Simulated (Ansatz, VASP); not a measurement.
One calculation of GePt2, two programs

INCAR

```
PREC = Accurate
ENCUT = 520
EDIFF = 1E-6
ISMEAR = 0
SIGMA = 0.15
LREAL = False
LASPH = True
NELM = 100
ALGO = Fast
ISIF = 2
LWAVE = False
LCHARG = False
GGA = PS
NBANDS = 61
```

The input KPOINTS:

```
regular mesh
0
Gamma
  6 6 12
```

POSCAR

```
GePt2
1.0
    6.2198672515      0.0000000000      0.0000000000
   -3.1099336258      5.3865630480      0.0000000000
    0.0000000000      0.0000000000      3.7353726680
Ge Pt
3 6
Direct
    0.6666666667      0.3333333333      0.0000000000
    0.3333333333      0.6666666667      0.0000000000
    0.0000000000      0.0000000000      0.5000000000
    0.6229372130      0.0000000000      0.5000000000
    0.3770627870      0.3770627870      0.5000000000
    0.0000000000      0.6229372130      0.5000000000
    0.0000000000      0.2849128412      0.0000000000
    0.7150871588      0.7150871588      0.0000000000
    0.2849128412      0.0000000000      0.0000000000
```

Input for Ansatz:

```yaml
crystal:
  lattice:
    - [6.2198672515, 0.0, 0.0]
    - [-3.1099336258, 5.386563048, 0.0]
    - [0.0, 0.0, 3.735372668]
  atoms:
    - { symbol: Ge, position: [0.6666666667, 0.3333333333, 0.0] }
    - { symbol: Ge, position: [0.3333333333, 0.6666666667, 0.0] }
    - { symbol: Ge, position: [0.0, 0.0, 0.5] }
    - { symbol: Pt, position: [0.622937213, 0.0, 0.5] }
    - { symbol: Pt, position: [0.377062787, 0.377062787, 0.5] }
    - { symbol: Pt, position: [0.0, 0.622937213, 0.5] }
    - { symbol: Pt, position: [0.0, 0.2849128412, 0.0] }
    - { symbol: Pt, position: [0.7150871588, 0.7150871588, 0.0] }
    - { symbol: Pt, position: [0.2849128412, 0.0, 0.0] }
basis:
  ecutwfc: 420
kpoints:
  mp_grid: { grid: [6, 6, 12] }
hamiltonian:
  xc: pbesol
scf:
  occupations: { method: gaussian, width: 0.15 }
output:
  forces: true
  stress: true
  eigenvalues: true
```

Change from the starting cell: strain -0.080 along x and y, +0.080 along z, atoms carried along.

Alike in both runs: task single point; functional PBEsol; k mesh 6 × 6 × 12; occupations gaussian, width 0.15 eV; no spin polarisation.

|  | VASP | Ansatz |
| --- | --- | --- |
| version | VASP 6.6.1 | Ansatz 0.2.0 |
| potentials or method | VASP PAW PBE potentials, release 64 (Ge_d, Pt), cutoff 520 eV | scalar-relativistic, plane waves, PAW |
| valence electrons in the cell | 102 | 150 |

|  | VASP | Ansatz | Ansatz less VASP |
| --- | --- | --- | --- |
| gap on the k mesh at the Fermi level (eV) | none | none | - |
| pressure (GPa) | 34.5 | 34.1 | -0.44 |
| traceless stress, the component that is largest in VASP (GPa) | -18.32 | -18.02 | +0.295 |
| rms of the force components (eV/Å) | 0.916 | 0.900 | -0.0163 |

VASP's potentials were made for PBE, not for PBEsol. Atom by atom the forces differ by 0.016 eV/Å (rms over components). A gap of «none» marks a metal or a gap that the smearing closes. Both programs put the cell under a high pressure, so it lies far from rest at this level. VASP's potentials hold 102 valence electrons a cell and Ansatz's 150, so a difference there can come from the potentials and not from the codes.

Spin-orbit coupling is off throughout.
